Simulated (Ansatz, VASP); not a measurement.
One calculation of Ca, two programs

```
Ca
1.0
     3.85702    0.00000    0.00000
     0.00000    3.85702    0.00000
     0.00000    0.00000   25.90929
Ca
5
Direct
  0.50000 0.50000 0.29266
  0.00000 0.00000 0.39536
  0.50000 0.50000 0.50000
  0.00000 0.00000 0.60464
  0.50000 0.50000 0.70734
```

Alike in both runs: functional PBEsol; k mesh 9 × 9 × 1; occupations gaussian, width 0.1 eV; no spin polarisation.

Ansatz relaxed the structure, and its values are those at the end. VASP's run is a single point on that final structure, the one shown.

|  | VASP | Ansatz |
| --- | --- | --- |
| version | VASP 6.6.1 | Ansatz 0.2.0 |
| potentials or method | VASP PAW PBE potentials, release 64 (Ca_sv), cutoff 520 eV | scalar-relativistic, plane waves, PAW |
| valence electrons in the cell | 50 | 50 |

|  | VASP | Ansatz | Ansatz less VASP |
| --- | --- | --- | --- |
| gap on the k mesh at the Fermi level (eV) | none | none | - |
| rms of the force components (eV/Å) | 0.004 | 0.005 | +0.0012 |

VASP's potentials were made for PBE, not for PBEsol. A gap of «none» marks a metal or a gap that the smearing closes. With one functional, cell and mesh, what is left measures potentials, basis and numerics. Ansatz's warnings: vacuum density over bound, xc potential rough in thin density.
